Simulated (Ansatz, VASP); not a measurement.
## Two plane-wave programs on Au

```xyz
4
Lattice="2.9143 0.0000 0.0000 -1.4572 2.5239 0.0000 0.0000 0.0000 9.5358" Properties=species:S:1:pos:R:3 pbc="T T T"
Au    0.0000    0.0000    0.0000
Au    0.0000    0.0000    4.7679
Au    0.0000    1.6826    2.3839
Au    1.4572    0.8413    7.1518
```

Alike in both runs: functional r2SCAN; k mesh 12 × 12 × 2; occupations gaussian, width 0.1 eV; no spin polarisation.

Ansatz relaxed the structure, and its values are those at the end. VASP's run is a single point on that final structure, the one shown.

```csv
,VASP,Ansatz
version,VASP 6.6.1,Ansatz 0.2.0
potentials or method,"VASP PAW PBE potentials, release 64 (Au), cutoff 520 eV","scalar-relativistic, plane waves, PAW"
valence electrons in the cell,44,76
```

VASP gave:

- gap on the k mesh at the Fermi level (eV): none
- pressure (GPa): 0.6

Task: Which values does Ansatz return?

Result: gap on the k mesh at the Fermi level (eV): none; pressure (GPa): 0.3.

VASP's potentials were made for PBE, not for r2SCAN. A gap of «none» marks a metal or a gap that the smearing closes. VASP's potentials hold 44 valence electrons a cell and Ansatz's 76, so a difference there can come from the potentials and not from the codes.

Spin-orbit coupling is off throughout.
